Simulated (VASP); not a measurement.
Input of a VASP 6.6.1 run:

The input POSCAR:

```
AgI
1.0
    0.0000000000      3.2885749246      3.2885749246
    3.2885749246      0.0000000000      3.2885749246
    3.2885749246      3.2885749246      0.0000000000
Ag I
1 1
Direct
    0.0000000000      0.0000000000      0.0000000000
    0.2500000000      0.2500000000      0.2500000000
```

File INCAR.step1:

```
PREC = Accurate ; ENCUT = 550
ISMEAR = -1 ; SIGMA = 0.05
LREAL = F ; LASPH = T
NELM = 120 ; NBANDS = 16
GGA = PE ; ALGO = Normal
EDIFF = 1E-5 ; LWAVE = T
LCHARG = F ; GGA_COMPAT = F
```

Contents of INCAR.step2:

```
PREC = Accurate ; ENCUT = 550
EDIFF = 1E-6 ; ISMEAR = -1
SIGMA = 0.05 ; LREAL = F
LASPH = T ; NELM = 120
ALGO = Normal ; ISIF = 2
LWAVE = F ; LCHARG = F
METAGGA = R2SCAN ; LMIXTAU = T
NBANDS = 16 ; ISTART = 1
GGA_COMPAT = F
```

The input KPOINTS:

```
Automatic mesh
0
Gamma
  4 4 4
```

Potentials or basis: VASP PAW PBE potentials, release 64 (Ag, I).

The run is started by

```sh
$ cat potpaw_PBE.64/Ag/POTCAR potpaw_PBE.64/I/POTCAR > POTCAR
$ cp INCAR.step1 INCAR
$ mpirun -np 1 vasp_std > vasp.out
$ cp INCAR.step2 INCAR
$ mpirun -np 1 vasp_std > vasp.out
```

Question: Estimate the pressure.

Answer: 0.0 GPa.

Question: Predict the band gap on the k mesh.

Answer: 1.79 eV, direct.

Caveat: the PAW data sets were made with another functional, which shifts forces and pressure a little; spin-orbit coupling is left out, which moves the levels of the heavy elements. r2SCAN opens gaps a little over a GGA but as a rule still falls short of measured ones.
